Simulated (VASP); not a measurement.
# Ga2H (Pn-3m) in VASP: a series of runs

The runs below take Ga2H through single point, relaxation of cell and atoms, with PBE.

Program: VASP 6.6.1. These are calculated values, not measurements. Logs are shortened: lines on timing, memory, paths and dates and some standing lists are left out, and cuts for length are marked.

### 1 The cell of the first run

It takes space group Pn-3m (No. 224, cubic). The conventional cell has a = 4.489 Å, b = 4.489 Å, c = 4.489 Å, α = 90.00°, β = 90.00°, γ = 90.00°. Within 2.6 Å of Ga (site symmetry -3m) lie 2 H at 1.94 Å. H (site symmetry -43m) has 4 Ga at 1.94 Å within 2.6 Å.

### 2 Single point, PBE

The input, INCAR:

```
PREC = Accurate ; ENCUT = 520
EDIFF = 1E-7 ; ISMEAR = 0
SIGMA = 0.1 ; LREAL = False
LASPH = True ; NELM = 100
ALGO = Normal ; ISIF = 2
LWAVE = False ; LCHARG = True
GGA = PE ; LELF = True
LVHAR = True ; NBANDS = 36
```

The input, KPOINTS:

```
regular mesh
0
Gamma
  8 8 8
```

The input, POSCAR:

```
Ga2H
1.0
    4.4893571155      0.0000000000      0.0000000000
    0.0000000000      4.4893571155      0.0000000000
    0.0000000000      0.0000000000      4.4893571155
Ga H
4 2
Direct
    0.2500000000      0.2500000000      0.2500000000
    0.7500000000      0.7500000000      0.2500000000
    0.7500000000      0.2500000000      0.7500000000
    0.2500000000      0.7500000000      0.7500000000
    0.0000000000      0.0000000000      0.0000000000
    0.5000000000      0.5000000000      0.5000000000
```

Potentials or basis: VASP PAW PBE potentials, release 64 (Ga_d, H).

Command:

```sh
$ cat potpaw_PBE.64/Ga_d/POTCAR potpaw_PBE.64/H/POTCAR > POTCAR
$ mpirun -np 1 vasp_std > vasp.out
```

OUTCAR:

```text
PREC = Accurate
   ENCUT = 520
   EDIFF = 1E-7
   ISMEAR = 0
   LREAL = False
   LASPH = True
   NELM = 100
   ISIF = 2
   GGA = PE

 ion  position               nearest neighbor table
   1  0.250  0.250  0.250-
   2  0.750  0.750  0.250-
   3  0.750  0.250  0.750-
   4  0.250  0.750  0.750-
   5  0.000  0.000  0.000-
   6  0.500  0.500  0.500-

  LATTYP: Found a simple cubic cell.
 ALAT       =     4.4893571155

  Lattice vectors:

 A1 = (   4.4893571155,   0.0000000000,   0.0000000000)
 A2 = (   0.0000000000,   4.4893571155,   0.0000000000)
 A3 = (   0.0000000000,   0.0000000000,   4.4893571155)

Analysis of symmetry for initial positions (statically):
=====================================================================
 Subroutine PRICEL returns:
 Original cell was already a primitive cell.

 Routine SETGRP: Setting up the symmetry group for a
 simple cubic supercell.

 Subroutine GETGRP returns: Found 48 space group operations
 (whereof 24 operations were pure point group operations)
 out of a pool of 48 trial point group operations.

The static configuration has the point symmetry T_d .
 The point group associated with its full space group is O_h .

Analysis of symmetry for dynamics (positions and initial velocities):
=====================================================================
 Subroutine PRICEL returns:
 Original cell was already a primitive cell.

 Routine SETGRP: Setting up the symmetry group for a
 simple cubic supercell.

 Subroutine GETGRP returns: Found 48 space group operations
 (whereof 24 operations were pure point group operations)
 out of a pool of 48 trial point group operations.

The dynamic configuration has the point symmetry T_d .
 The point group associated with its full space group is O_h .

 Subroutine INISYM returns: Found 48 space group operations
 (whereof 24 operations are pure point group operations),
 and found     1 'primitive' translations

----------------------------------------------------------------------------------------

                                     Primitive cell

  volume of cell :      90.4800

  direct lattice vectors                    reciprocal lattice vectors
[... 88 lines left out ...]
   ICHARG =      2    charge: 1-file 2-atom 10-const
   ISPIN  =      1    spin polarized calculation?
   LNONCOLLINEAR =      F non collinear calculations
   LSORBIT =      F    spin-orbit coupling
   LASPH  =      T    aspherical Exc in radial PAW
   ENCUT  =  520.0 eV  38.22 Ry    6.18 a.u.   8.35  8.35  8.35*2*pi/ulx,y,z
   NELM   =    100;   NELMIN=  2; NELMDL= -5     # of ELM steps
   EDIFF  = 0.1E-06   stopping-criterion for ELM
   LREAL  =      F    real-space projection
   EDIFFG = 0.1E-05   stopping-criterion for IOM
   NSW    =      0    number of steps for IOM
   IBRION =     -1    ionic relax: 0-MD 1-quasi-New 2-CG
   NFREE  =      0    steps in history (QN), initial steepest desc. (CG)
   ISIF   =      2    stress and relaxation
   ISYM   =      2    0-nonsym 1-usesym 2-fastsym
   POTIM  = 0.5000    time-step for ionic-motion
   TEBEG  =    0.0;   TEEND  =   0.0 temperature during run
   PSTRESS=    0.0 pullay stress
   NELECT =      54.0000    total number of electrons
   NUPDOWN=      -1.0000    fix difference up-down
   EMIN   =  10.00;   EMAX   =-10.00  energy-range for DOS
   EFERMI =   0.00;   METHOD = LEGACY
   ISMEAR =     0;   SIGMA  =   0.10  broadening in eV -4-tet -1-fermi 0-gaus
   EFERMI_NEDOS =   21; number of points for ismear=-14 and -15
   IALGO  =     38    algorithm
   IMIX   =      4    mixing-type and parameters
     AMIX     =   0.40;   BMIX     =  1.00
     AMIX_MAG =   1.60;   BMIX_MAG =  1.00
  volume/ion in A,a.u.               =      15.08       101.76
  Fermi-wavevector in a.u.,A,eV,Ry     =   1.378337  2.604678 25.848506  1.899812
  Thomas-Fermi vector in A             =   2.503407
   LORBIT       =      0    0 simple, 1 ext, 2 COOP (PROOUT), +10 PAW based schemes
   GGA     = PE    functional components
   LHFCALC =     F    Hartree Fock is set to
   AEXX    =    0.0000 exact exchange contribution
   IVDW    =     0    specifies the selected vdW correction
   LEPSILON=     F    determine dielectric tensor
   LRPA    =     F    only Hartree local field effects (RPA)
 non-spin polarized calculation
 Gauss-broadening in eV      SIGMA  =   0.10
  energy-cutoff  :      520.00
  volume of cell :       90.48
 maximum number of plane-waves:      2469
 NGX is ok and might be reduce to    36
   NGX = 17   NGY = 17   NGZ = 17

 number of electron      53.9999995 magnetization

 Free energy of the ion-electron system (eV)
  ---------------------------------------------------
  ext. energy  EPLUGINS =         0.00000000
  ---------------------------------------------------
  free energy    TOTEN  =       -16.53012348 eV

  energy without entropy =      -16.51911477  energy(sigma->0) =      -16.52461913

 E-fermi :   4.3694     XC(G=0): -10.4303

 val. band max:        4.3524407610   @ k =   0.5000   0.0000   0.0000
 cond. band min:       4.3801112369   @ k =   0.3750   0.3750   0.1250
 fundamental gap:      0.0276704758
 Fermi energy:         4.3694071126

 k-point     1 :       0.0000    0.0000    0.0000
  band No.  band energies     occupation
      1     -10.6919      2.00000
      2     -10.5084      2.00000
      3     -10.5084      2.00000
      4     -10.4781      2.00000
      5     -10.4781      2.00000
      6     -10.4781      2.00000
[... 925 lines left out ...]
     35      11.9122      0.00000
     36      11.9218      0.00000

 [... further k-points ...]
[... 5 lines left out ...]
  --------------------------------------------------------------------------------------
  -------------------------------------------------------------------------------------
  Total        0.0221122      0.0221122      0.0221122      0.0000000      0.0000000     -0.0000000
  in kB        0.3915525      0.3915525      0.3915525      0.0000000      0.0000000     -0.0000000
  external PRESSURE =       0.3915525 kB  Pullay stress =       0.0000000 kB

 VOLUME and BASIS-vectors are now :
 -----------------------------------------------------------------------------
  energy-cutoff  :      520.00
  volume of cell :       90.48
      direct lattice vectors                 reciprocal lattice vectors
     4.489357115  0.000000000  0.000000000     0.222749043  0.000000000  0.000000000
     0.000000000  4.489357115  0.000000000     0.000000000  0.222749043  0.000000000
     0.000000000  0.000000000  4.489357115     0.000000000  0.000000000  0.222749043

 POSITION                                       TOTAL-FORCE (eV/Angst)
 -----------------------------------------------------------------------------------
      1.12234      1.12234      1.12234        -0.000000      0.000000     -0.000000
      3.36702      3.36702      1.12234         0.000000     -0.000000     -0.000000
      3.36702      1.12234      3.36702        -0.000000     -0.000000      0.000000
      1.12234      3.36702      3.36702         0.000000      0.000000     -0.000000
      0.00000      0.00000      0.00000         0.000000     -0.000000      0.000000
      2.24468      2.24468      2.24468         0.000000     -0.000000      0.000000
 -----------------------------------------------------------------------------------
    total drift:                                0.000000      0.000000      0.000000

  FREE ENERGIE OF THE ION-ELECTRON SYSTEM (eV)
  ---------------------------------------------------
  free  energy   TOTEN  =       -16.5301234840 eV

  energy  without entropy=      -16.5191147691  energy(sigma->0) =      -16.52461913
```

It took 71 s on 1 thread of Intel Xeon Platinum 8375C at 2.90GHz (Ice Lake), shared host; peak memory 0.24 GiB.

Results:

```
Free energy            : -16.5301 eV
Pressure               : 0.0 GPa
Band gap on the k mesh : zero (band 27 reaches 5.44 eV, above the bottom of band 28 at 1.01 eV)
```

### 3 Relaxation of cell and atoms, PBE

This run uses another cell than the first one, of 14.83 Å³/atom, 0.983 times its volume.

The input, INCAR:

```
ALGO = Normal
EDIFF = 1E-7
EDIFFG = -0.01
ENCUT = 600
GGA = PE
IBRION = 2
ISIF = 3
ISMEAR = 0
LASPH = T
LCHARG = F
LREAL = F
LWAVE = F
NELM = 100
NSW = 100
PREC = Accurate
SIGMA = 0.1
```

The input, KPOINTS:

```
k-points
0
Gamma
  8 8 8
```

Changes to POSCAR since step 2:

```diff
@@ -2,5 +2,5 @@
 1.0
-    4.4893571155      0.0000000000      0.0000000000
-    0.0000000000      4.4893571155      0.0000000000
-    0.0000000000      0.0000000000      4.4893571155
+    4.4639500911      0.0000000000      0.0000000000
+    0.0000000000      4.4639500911      0.0000000000
+    0.0000000000      0.0000000000      4.4639500911
 Ga H
```

Potentials or basis: VASP PAW PBE potentials, release 64 (Ga_d, H).

Command:

```sh
$ cat potpaw_PBE.64/Ga_d/POTCAR potpaw_PBE.64/H/POTCAR > POTCAR
$ mpirun -np 1 vasp_std > vasp.out
```

Run time: 2.4 min. Hardware: 1 thread of Intel Xeon Platinum 8375C at 2.90GHz (Ice Lake), shared host; peak memory 0.27 GiB.

It converged, with:

- Free energy: -16.5297 eV
- Relaxed volume: 15.10 Å³/atom
- Relaxed cell: a = 4.491 Å, b = 4.491 Å, c = 4.491 Å, α = 90.00°, β = 90.00°, γ = 90.00°
- Space group after relaxing (to 0.05 Å): Pn-3m (No. 224)
- Energy gained by relaxing: 0.6 meV/atom
- Ionic steps: 3
- Pressure after relaxing: 0.0 GPa
- Band gap on the k mesh: zero (band 27 reaches 5.42 eV, above the bottom of band 28 at 1.00 eV)

The path:
```
step  energy change (eV)  largest force (eV/Å)  pressure (GPa)  volume (Å³)
   1              0.0000                0.0000            0.77        88.95
   2             -0.0031                0.0000            0.34        89.87
   3             -0.0037                0.0000           -0.01        90.60
```

Final structure:
```
Ga H
1.0
     4.49138    0.00000    0.00000
     0.00000    4.49138    0.00000
     0.00000    0.00000    4.49138
Ga H
4 2
Direct
  0.25000 0.25000 0.25000
  0.75000 0.75000 0.25000
  0.75000 0.25000 0.75000
  0.25000 0.75000 0.75000
  0.00000 0.00000 0.00000
  0.50000 0.50000 0.50000
```

Levels at points of the mesh, in eV from the Fermi level:
```csv
k point,band 25,band 26,band 27,band 28,band 29,band 30
"(0.00, 0.00, 0.00)",-3.00,-2.02,-2.02,0.45,3.55,3.55
"(0.50, 0.00, 0.00)",-2.45,-2.45,-0.01,-0.01,1.17,1.17
"(0.50, 0.50, 0.00)",-0.85,-0.85,1.07,1.07,1.36,1.36
"(0.50, 0.50, 0.50)",-5.03,-3.35,-3.35,-3.35,5.35,7.53
```

(Continued in part 2 of 2.)
